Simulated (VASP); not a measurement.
Input of a VASP 6.6.1 run:

File INCAR:

```
SYSTEM = AlNi
PREC = Accurate
ENCUT = 520
EDIFF = 1E-6
ISMEAR = -1
SIGMA = 0.05
LREAL = .FALSE.
LASPH = .TRUE.
NELM = 150
ALGO = Normal
ISIF = 2
LWAVE = .FALSE.
LCHARG = .FALSE.
ISPIN = 2
MAGMOM = 0.2 0
LORBIT = 11
NUPDOWN = 0.2
LMAXMIX = 4
GGA = PS
NBANDS = 18
```

The input KPOINTS:

```
regular mesh
0
G
  8 8 8
  0 0 0
```

Contents of POSCAR:

```
AlNi
1.0
    2.8810000000      0.0000000000      0.0000000000
    0.0000000000      2.8810000000      0.0000000000
    0.0000000000      0.0000000000      2.8810000000
Ni Al
1 1
Direct
    0.5000000000      0.5000000000      0.5000000000
    0.0000000000      0.0000000000      0.0000000000
```

Potentials or basis: VASP PAW PBE potentials, release 64 (Ni, Al).

Launch:

```sh
$ cat potpaw_PBE.64/Ni/POTCAR potpaw_PBE.64/Al/POTCAR > POTCAR
$ mpirun -np 1 vasp_std > vasp.out
```

Question: Estimate the pressure.

Answer: -2.9 GPa.

Caveat: the PAW data sets were made with another functional, which shifts forces and pressure a little; the total moment is fixed, so each spin has its own Fermi level.
